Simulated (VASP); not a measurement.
# Ir: single point with LDA

Crystal: Ir.

```
Ir
1.0
    -0.01920    1.91970    1.91970
     1.91970   -0.01920    1.91970
     1.90050    1.90050    0.00000
Ir
1
Cartesian
  0.0000 0.0000 0.0000
```

This cell differs from its parent crystal: strain -0.0200 x Voigt [0, 0, 0, 0, 0, 1].

```yaml
Program: VASP 6.6.1
Task: single point
Functional: LDA
Potentials_or_basis: VASP PAW LDA potentials, release 64 (Ir)
Cutoff: 520 eV
k_mesh: 22 × 22 × 22
Occupations: gaussian, width 0.15 eV
Spin: no spin polarisation
```

The pressure is -5.8 GPa and the band gap on the k mesh is zero (an odd number of electrons rules out a gap without spin polarisation).

Stress tensor (GPa, compression positive):
```
-5.74  5.38  0.00
 5.38 -5.74  0.00
 0.00  0.00 -6.03
```

Levels at points of the mesh, in eV from the Fermi level:
```tsv
k point	band 2	band 3	band 4	band 5	band 6	band 7
(0.00, 0.00, 0.00)	-4.04	-3.90	-3.73	-1.16	-1.15	14.37
(0.50, 0.00, 0.00)	-4.09	-3.82	-0.79	0.81	0.98	7.14
(0.50, 0.50, 0.00)	-7.34	0.92	1.49	1.50	1.77	10.54
(0.00, 0.00, 0.50)	-4.13	-3.87	-0.58	0.87	1.04	7.45
(0.50, 0.00, 0.50)	-7.34	0.89	1.49	1.51	1.77	10.55
```

Wall time 13 min on 1 thread of AMD EPYC 7571 (shared host), peak memory 0.29 GiB.

Caveat: the cell differs from its parent crystal (strain -0.0200 x Voigt [0, 0, 0, 0, 0, 1]); the cell stands under tension; spin-orbit coupling is left out, which moves the levels of the heavy elements.
